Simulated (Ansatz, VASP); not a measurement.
## BN: VASP beside Ansatz

The input INCAR:

```
SYSTEM = BN
PREC = Accurate
ENCUT = 520
EDIFF = 1E-6
ISMEAR = 0
SIGMA = 0.05
LREAL = .FALSE.
LASPH = .TRUE.
NELM = 80
ALGO = Normal
ISIF = 2
LWAVE = .FALSE.
LCHARG = .FALSE.
GGA = PS
NBANDS = 26
```

The input KPOINTS:

```
regular mesh
0
G
  6 6 10
  0 0 0
```

File POSCAR:

```
BN
1.0
    4.4972000000      0.0000000000      0.0000000000
    0.0000000000      4.4972000000      0.0000000000
    0.0000000000      0.0000000000      2.5380337638
B N
4 4
Direct
    0.1741337327      0.8258662673      0.5000000000
    0.3258662673      0.3258662673      0.0000000000
    0.6741337327      0.6741337327      0.0000000000
    0.8258662673      0.1741337327      0.5000000000
    0.8123909516      0.8123909516      0.5000000000
    0.3123909516      0.6876090484      0.0000000000
    0.6876090484      0.3123909516      0.0000000000
    0.1876090484      0.1876090484      0.5000000000
```

Input for Ansatz:

```yaml
crystal:
  lattice:
    - [4.4972, 0.0, 0.0]
    - [0.0, 4.4972, 0.0]
    - [0.0, 0.0, 2.5380337638]
  atoms:
    - { symbol: B, position: [0.1741337327, 0.8258662673, 0.5] }
    - { symbol: B, position: [0.3258662673, 0.3258662673, 0.0] }
    - { symbol: B, position: [0.6741337327, 0.6741337327, 0.0] }
    - { symbol: B, position: [0.8258662673, 0.1741337327, 0.5] }
    - { symbol: "N", position: [0.8123909516, 0.8123909516, 0.5] }
    - { symbol: "N", position: [0.3123909516, 0.6876090484, 0.0] }
    - { symbol: "N", position: [0.6876090484, 0.3123909516, 0.0] }
    - { symbol: "N", position: [0.1876090484, 0.1876090484, 0.5] }
basis:
  ecutwfc: 520.0
kpoints:
  mp_grid: { grid: [6, 6, 10] }
hamiltonian:
  xc: pbesol
  pseudopotentials: { kind: paw, azcp: { folder: soft_1 } }
scf:
  occupations: { method: gaussian, width: 0.05 }
output:
  forces: true
  stress: true
  eigenvalues: true
  write_density: true
  write_potential: true
  elf: true
  volumetric_format: npy
```

Alike in both runs: task single point; functional PBEsol; k mesh 6 × 6 × 10; occupations gaussian, width 0.05 eV; no spin polarisation.

```csv
,VASP,Ansatz
version,VASP 6.6.1,Ansatz 0.2.0
potentials or method,"VASP PAW PBE potentials, release 64 (B, N), cutoff 520 eV","scalar-relativistic, plane waves, PAW"
valence electrons in the cell,32,32
```

VASP gave:

| Property | Result |
| --- | --- |
| gap on the k mesh at the Fermi level (eV) | 4.66 |
| least direct gap on the mesh (eV) | 5.75 |
| pressure (GPa) | -13.6 |
| traceless stress, the component that is largest in VASP (GPa) | 10.57 |
| rms of the force components (eV/Å) | 0.103 |

Task: Which values does Ansatz return?

Result: gap on the k mesh at the Fermi level (eV): 4.67; least direct gap on the mesh (eV): 5.77; pressure (GPa): -14.2; traceless stress, the component that is largest in VASP (GPa): 10.37; rms of the force components (eV/Å): 0.100.

VASP's potentials were made for PBE, not for PBEsol, and Ansatz warns of the same on its side. Atom by atom the forces differ by 0.005 eV/Å (rms over components). The functional is the same, so the differences come from potentials, cutoffs and numerics.
